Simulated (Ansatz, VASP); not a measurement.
**Two plane-wave programs on SnO**

INCAR

```
ALGO = Normal ; DIPOL = 0.5 0.5 0.403
EDIFF = 1E-7 ; ENCUT = 520
GGA = PE ; IDIPOL = 3
ISIF = 2 ; ISMEAR = 0
IVDW = 12 ; LASPH = True
LCHARG = True ; LDIPOL = True
LELF = True ; LREAL = False
LVACPOTAV = True ; LVHAR = True
LWAVE = False ; NBANDS = 50
NELM = 80 ; PREC = Accurate
SIGMA = 0.05
```

File KPOINTS:

```
k-points
0
Gamma
  7 7 1
```

The input POSCAR:

```
SnO
1.0
    3.8201635894      0.0000000000      0.0000000000
    0.0000000000      3.8201635894      0.0000000000
    0.0000000000      0.0000000000     22.2260803631
Sn O
4 4
Direct
    0.7500000000      0.2500000000      0.2024648488
    0.2500000000      0.7500000000      0.3087831984
    0.3750000000      1.0000000000      0.4977503906
   -0.1250000000      1.5000000000      0.6040687401
    0.2500000000      0.2500000000      0.2556240236
    0.7500000000      0.7500000000      0.2556240236
   -0.1250000000      1.0000000000      0.5509095654
    0.3750000000      1.5000000000      0.5509095654
```

Input for Ansatz:

```yaml
crystal:
  lattice:
    - [3.8201635894, 0.0, 0.0]
    - [0.0, 3.8201635894, 0.0]
    - [0.0, 0.0, 22.2260803631]
  atoms:
    - { symbol: Sn, position: [0.75, 0.25, 0.2024648488] }
    - { symbol: O, position: [0.25, 0.25, 0.2556240236] }
    - { symbol: O, position: [0.75, 0.75, 0.2556240236] }
    - { symbol: Sn, position: [0.25, 0.75, 0.3087831984] }
    - { symbol: Sn, position: [0.375, 1.0, 0.4977503906] }
    - { symbol: O, position: [-0.125, 1.0, 0.5509095654] }
    - { symbol: O, position: [0.375, 1.5, 0.5509095654] }
    - { symbol: Sn, position: [-0.125, 1.5, 0.6040687401] }
basis:
  ecutwfc: 420
kpoints:
  mp_grid: { grid: [7, 7, 1] }
hamiltonian:
  xc: pbe
  pseudopotentials: { kind: paw, azcp: { folder: soft_1 } }
  dispersion: d3bj
scf:
  occupations: { method: gaussian, width: 0.05 }
output:
  forces: true
  eigenvalues: true
  write_density: true
  write_potential: true
  elf: true
  volumetric_format: npy
efield:
  axis: 3
  dipole_correction: true
  ramp_width: 0.04
```

Alike in both runs: task single point; functional PBE; dispersion D3(BJ); k mesh 7 × 7 × 1; occupations gaussian, width 0.05 eV; no spin polarisation.

|  | VASP | Ansatz |
| --- | --- | --- |
| version | VASP 6.6.1 | Ansatz 0.2.0 |
| potentials or method | VASP PAW PBE potentials, release 64 (Sn_d, O), cutoff 520 eV | scalar-relativistic, plane waves, PAW |
| valence electrons in the cell | 80 | 80 |

```tsv
	VASP	Ansatz	Ansatz less VASP
gap on the k mesh at the Fermi level (eV)	2.48	2.49	+0.008
least direct gap on the mesh (eV)	2.56	2.60	+0.043
rms of the force components (eV/Å)	0.038	0.013	-0.0255
```

Ansatz's warnings: xc potential rough in thin density.
